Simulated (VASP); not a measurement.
Here is a VASP 6.6.1 calculation.

INCAR

```
PREC     = Accurate       # precision mode
ENCUT    = 520            # plane-wave cutoff, eV
EDIFF    = 1E-6           # SCF threshold, eV
ISMEAR   = -1             # smearing method
SIGMA    = 0.1            # smearing width, eV
LREAL    = False          # projectors in reciprocal space
LASPH    = True           # aspherical terms in the spheres
NELM     = 80             # most SCF steps
ALGO     = Normal         # electronic algorithm
ISIF     = 2              # what is computed and relaxed
LWAVE    = False          # write WAVECAR
LCHARG   = False          # write CHGCAR
GGA      = PS             # functional
NBANDS   = 11             # bands
```

The input KPOINTS:

```
Automatic mesh
0
Gamma
  17 17 17
```

POSCAR

```
Pt
1.0
    0.0000000000      1.9598399806      1.9598399806
    1.9598399806      0.0000000000      1.9598399806
    1.9598399806      1.9598399806      0.0000000000
Pt
1
Direct
    0.0000000000      0.0000000000      0.0000000000
```

Potentials or basis: VASP PAW PBE potentials, release 64 (Pt).

The run is started by

```sh
$ cat potpaw_PBE.64/Pt/POTCAR > POTCAR
$ mpirun -np 1 vasp_std > vasp.out
```

Predict the band gap on the k mesh.

zero (band 5 reaches 11.59 eV, above the bottom of band 6 at 9.40 eV).

Predict the pressure.

-0.4 GPa.

Caveat: the PAW data sets were made with another functional, which shifts forces and pressure a little; spin-orbit coupling is left out, which moves the levels of the heavy elements.
